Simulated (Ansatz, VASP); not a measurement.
## Cd4Te3 in VASP and in Ansatz

```
Cd Te
1.0
     4.67919    0.00000    0.00000
     0.00000    4.67919    0.00000
     0.00000    0.00000   24.92606
Cd Te
4 3
Direct
  0.50000 0.50000 0.30089
  0.00000 0.00000 0.43363
  0.50000 0.50000 0.56637
  0.00000 0.00000 0.69911
  0.50000 0.00000 0.36726
  0.00000 0.50000 0.50000
  0.50000 0.00000 0.63274
```

Alike in both runs: task single point; functional PBE; k mesh 8 × 8 × 1; occupations gaussian, width 0.05 eV; no spin polarisation.

```csv
,VASP,Ansatz
version,VASP 6.6.1,Ansatz 0.2.0
potentials or method,"VASP PAW PBE potentials, release 64 (Cd, Te), cutoff 520 eV","scalar-relativistic, plane waves, PAW"
valence electrons in the cell,66,128
```

|  | VASP | Ansatz | Ansatz less VASP |
| --- | --- | --- | --- |
| gap on the k mesh at the Fermi level (eV) | none | none | - |
| rms of the force components (eV/Å) | 0.070 | 0.066 | -0.0046 |

A gap of «none» marks a metal or a gap that the smearing closes. VASP's potentials hold 66 valence electrons a cell and Ansatz's 128, so a difference there can come from the potentials and not from the codes. Ansatz's warnings: xc potential rough in thin density.

Neither program's run includes spin-orbit coupling.
